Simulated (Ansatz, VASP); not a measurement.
# I in VASP and in Ansatz

```
I
1.0
     1.89770    1.09564   12.97285
    -1.89770    1.09564   12.97285
     0.00000   -2.19128   12.97285
I
4
Direct
  0.03539 0.03539 0.03539
  0.96461 0.96461 0.96461
  0.22133 0.22133 0.22133
  0.77867 0.77867 0.77867
```

Alike in both runs: functional PBE; k mesh 6 × 6 × 6; occupations gaussian, width 0.1 eV; no spin polarisation.

Ansatz relaxed the structure, and its values are those at the end. VASP's run is a single point on that final structure, the one shown.

```csv
,VASP,Ansatz
version,VASP 6.6.1,Ansatz 0.2.0
potentials or method,"VASP PAW PBE potentials, release 64 (I), cutoff 520 eV","scalar-relativistic, plane waves, PAW"
valence electrons in the cell,28,68
```

VASP gave:

| Item | Value |
| --- | --- |
| gap on the k mesh at the Fermi level (eV) | none |
| pressure (GPa) | 0.0 |
| rms of the force components (eV/Å) | 0.022 |

**Question.** Which values does Ansatz return?

**Answer.** gap on the k mesh at the Fermi level (eV): none; pressure (GPa): 0.0; rms of the force components (eV/Å): 0.014.

A gap of «none» marks a metal or a gap that the smearing closes. The functional is the same, so the differences come from potentials, cutoffs and numerics. VASP's potentials hold 28 valence electrons a cell and Ansatz's 68, so a difference there can come from the potentials and not from the codes.

Neither program's run includes spin-orbit coupling.
